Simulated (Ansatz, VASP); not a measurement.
**Cu4O: VASP beside Ansatz**

```xyz
5
Lattice="-2.5228 2.5228 2.5228 2.5228 -2.5228 2.5228 2.5228 2.5228 -2.5228" Properties=species:S:1:pos:R:3 pbc="T T T"
Cu    1.2614    1.2614   -1.2614
Cu    1.2614   -1.2614    1.2614
Cu   -1.2614    1.2614    1.2614
Cu    1.2614    1.2614    1.2614
O     0.0000    0.0000    0.0000
```

Change from the starting cell: species swapped into the CrGa4 type (Im-3m, No. 229).

Alike in both runs: functional PBE; k mesh 6 × 6 × 6; occupations gaussian, width 0.1 eV; collinear spin.

Ansatz relaxed the structure, and its values are those at the end. VASP's run is a single point on that final structure, the one shown.

```csv
,VASP,Ansatz
version,VASP 6.6.1,Ansatz 0.2.0
potentials or method,"VASP PAW PBE potentials, release 64 (Cu, O), cutoff 520 eV","scalar-relativistic, plane waves, PAW"
valence electrons in the cell,50,82
```

```csv
,VASP,Ansatz,Ansatz less VASP
gap on the k mesh at the Fermi level (eV),none,none,-
pressure (GPa),0.7,0.3,-0.40
net moment per atom (μB),0.00,0.00,0.000
```

A gap of «none» marks a metal or a gap that the smearing closes. VASP's potentials hold 50 valence electrons a cell and Ansatz's 82, so a difference there can come from the potentials and not from the codes. Ansatz's warnings: seeded moment not kept.
